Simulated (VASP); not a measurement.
# W (Fm-3m) in VASP: further runs, part 2 of 2

VASP 6.6.1. The steps go on from the part before.

**5. Relaxation of cell and atoms, LDA**

Input file INCAR:

```
PREC = Accurate
ENCUT = 600
EDIFF = 1E-6
ISMEAR = -1
SIGMA = 0.05
LREAL = False
LASPH = True
NELM = 80
ALGO = Normal
ISIF = 3
LWAVE = False
LCHARG = False
IBRION = 2
NSW = 45
EDIFFG = -0.005
```

Input file KPOINTS:

```
Automatic mesh
0
Gamma
  18 18 18
```

Input file POSCAR:

```
W
1.0
    0.0000000000      1.9864163673      1.9864163673
    1.9864163673      0.0000000000      1.9864163673
    1.9864163673      1.9864163673      0.0000000000
W
1
Direct
    0.0000000000      0.0000000000      0.0000000000
```

Potentials or basis: VASP PAW LDA potentials, release 64 (W_sv).

Run with:

```console
$ cat potpaw_LDA.64/W_sv/POTCAR > POTCAR
$ mpirun -np 1 vasp_std > vasp.out
```

OUTCAR:

```text
PREC = Accurate
   ENCUT = 600
   EDIFF = 1E-6
   ISMEAR = -1
   LREAL = False
   LASPH = True
   NELM = 80
   ISIF = 3
   IBRION = 2
   NSW = 45
   EDIFFG = -0.005

 ion  position               nearest neighbor table
   1  0.000  0.000  0.000-

  LATTYP: Found a face centered cubic cell.
 ALAT       =     3.9728327346

  Lattice vectors:

 A1 = (   0.0000000000,   1.9864163673,   1.9864163673)
 A2 = (   1.9864163673,   0.0000000000,   1.9864163673)
 A3 = (   1.9864163673,   1.9864163673,   0.0000000000)

Analysis of symmetry for initial positions (statically):
=====================================================================
 Subroutine PRICEL returns:
 Original cell was already a primitive cell.

 Routine SETGRP: Setting up the symmetry group for a
 face centered cubic supercell.

 Subroutine GETGRP returns: Found 48 space group operations
 (whereof 48 operations were pure point group operations)
 out of a pool of 48 trial point group operations.

The static configuration has the point symmetry O_h .

Analysis of symmetry for dynamics (positions and initial velocities):
=====================================================================
 Subroutine PRICEL returns:
 Original cell was already a primitive cell.

 Routine SETGRP: Setting up the symmetry group for a
 face centered cubic supercell.

 Subroutine GETGRP returns: Found 48 space group operations
 (whereof 48 operations were pure point group operations)
 out of a pool of 48 trial point group operations.

The dynamic configuration has the point symmetry O_h .

 Subroutine INISYM returns: Found 48 space group operations
 (whereof 48 operations are pure point group operations),
 and found     1 'primitive' translations

[... 118 lines left out ...]
   LHFCALC =     F    Hartree Fock is set to
   AEXX    =    0.0000 exact exchange contribution
   IVDW    =     0    specifies the selected vdW correction
   LEPSILON=     F    determine dielectric tensor
   LRPA    =     F    only Hartree local field effects (RPA)
 conjugate gradient relaxation of ions
 non-spin polarized calculation
  energy-cutoff  :      600.00
  volume of cell :       15.68
 maximum number of plane-waves:       544
   NGX = 11   NGY = 11   NGZ = 11

--------------------------------------- Ionic step        1  -------------------------------------------

 number of electron      13.9999999 magnetization

 Free energy of the ion-electron system (eV)
  ---------------------------------------------------
  ext. energy  EPLUGINS =         0.00000000
  ---------------------------------------------------
  free energy    TOTEN  =       -13.61669179 eV

  energy without entropy =      -13.60717753  energy(sigma->0) =      -13.61193466

------------------------ aborting loop because EDIFF is reached ----------------------------------------

  FORCE on cell =-STRESS in cart. coord.  units (eV):
  Direction    XX          YY          ZZ          XY          YZ          ZX
  --------------------------------------------------------------------------------------
  -------------------------------------------------------------------------------------
  Total        0.1851360      0.1851360      0.1851360      0.0000000      0.0000000      0.0000000
  in kB       18.9217159     18.9217159     18.9217159      0.0000000      0.0000000      0.0000000
  external PRESSURE =      18.9217159 kB  Pullay stress =       0.0000000 kB
[... 57 lines left out ...]
--------------------------------------- Ionic step        3  -------------------------------------------

 number of electron      13.9999999 magnetization

 Free energy of the ion-electron system (eV)
  ---------------------------------------------------
  ext. energy  EPLUGINS =         0.00000000
  ---------------------------------------------------
  free energy    TOTEN  =       -13.61724287 eV

  energy without entropy =      -13.60764865  energy(sigma->0) =      -13.61244576

 E-fermi :  10.8968     XC(G=0): -13.8469

 val. band max:       10.8904818021   @ k =  -0.3333   0.1667   0.0556
 cond. band min:      10.9175293063   @ k =   0.2222   0.1111   0.0000
 fundamental gap:      0.0270475042
 Fermi energy:        10.8968008940

 k-point     1 :       0.0000    0.0000    0.0000
  band No.  band energies     occupation
      1     -62.2376      2.00000
      2     -26.0586      2.00000
      3     -26.0586      2.00000
      4     -26.0586      2.00000
      5       1.8102      2.00000
      6      10.2791      1.99999
      7      10.2791      1.99999
      8      10.2791      1.99999
      9      13.5508      0.00000
     10      13.5508      0.00000
     11      23.8357      0.00000
[... 309 lines left out ...]
 k-point    24 :      -0.2222    0.0556    0.0000
  band No.  band energies     occupation
      1     -62.1734      2.00000
      2     -26.7167      2.00000
      3     -26.1884      2.00000
      4     -26.1288      2.00000
      5       4.1010      2.00000
      6       9.1891      2.00000
      7      10.7070      1.95605
      8      10.8567      1.38104
      9      13.0387      0.00000
     10      14.1346      0.00000
     11      24.5755      0.00000

 [... further k-points ...]
[... 5 lines left out ...]
  --------------------------------------------------------------------------------------
  -------------------------------------------------------------------------------------
  Total       -0.0020439     -0.0020439     -0.0020439      0.0000000      0.0000000      0.0000000
  in kB       -0.2076513     -0.2076513     -0.2076513      0.0000000      0.0000000      0.0000000
  external PRESSURE =      -0.2076513 kB  Pullay stress =       0.0000000 kB
[... 16 lines left out ...]
  FREE ENERGIE OF THE ION-ELECTRON SYSTEM (eV)
  ---------------------------------------------------
  free  energy   TOTEN  =       -13.6172428726 eV

  energy  without entropy=      -13.6076486528  energy(sigma->0) =      -13.61244576

 reached required accuracy - stopping structural energy minimisation
```

Run time: 19 s. Hardware: 1 thread of Intel Xeon 6975P-C (Granite Rapids), shared host; peak memory 0.17 GiB.

What came out:

```
Free energy                            : -13.6172 eV
Relaxed volume                         : 15.77 Å³/atom
Relaxed cell                           : a = 2.815 Å, b = 2.815 Å, c = 2.815 Å, α = 60.00°, β = 60.00°, γ = 60.00°
Space group after relaxing (to 0.05 Å) : Fm-3m (No. 225)
Energy gained by relaxing              : 0.6 meV/atom
Ionic steps                            : 3
Pressure after relaxing                : 0.0 GPa
Band gap on the k mesh                 : zero (band 7 reaches 14.34 eV, above the bottom of band 8 at 10.28 eV)
```

Step by step:
```tsv
step	energy change (eV)	largest force (eV/Å)	pressure (GPa)	volume (Å³)
1	0.0000	0.0000	1.89	15.68
2	0.0060	0.0000	-6.23	16.10
3	-0.0006	0.0000	-0.02	15.77
```

Final structure:
```xyz
1
Lattice="0.0000 1.9904 1.9904 1.9904 0.0000 1.9904 1.9904 1.9904 0.0000" Properties=species:S:1:pos:R:3 pbc="T T T"
W     0.0000    0.0000    0.0000
```

Caveat: spin-orbit coupling is left out, which moves the levels of the heavy elements.

**6. Overview**

| task | cell | cutoff (eV) | gap on the mesh (eV) | pressure (GPa) | relaxed volume (Å³/atom) |
| --- | --- | --- | --- | --- | --- |
| single point | a = 2.809 Å, angles 60.0°, 1 atom | 520 | none | 1.8 | - |
| relaxation of cell and atoms | relaxed from a = 2.793 Å, angles 60.0°, 1 atom | 600 | none | 0.0 | 15.77 |
| relaxation of cell and atoms | relaxed from a = 2.809 Å, angles 60.0°, 1 atom | 600 | none | 0.0 | 15.77 |

Alike in all rows: level LDA; potentials or basis VASP PAW LDA potentials, release 64 (W_sv); no spin polarisation; k mesh 18 × 18 × 18; smearing fermi-dirac 0.05 eV.

Caveats: spin-orbit coupling is left out, which moves the levels of the heavy elements.

Total energies depend on the potentials used, so only differences within one code and one set of settings carry meaning.
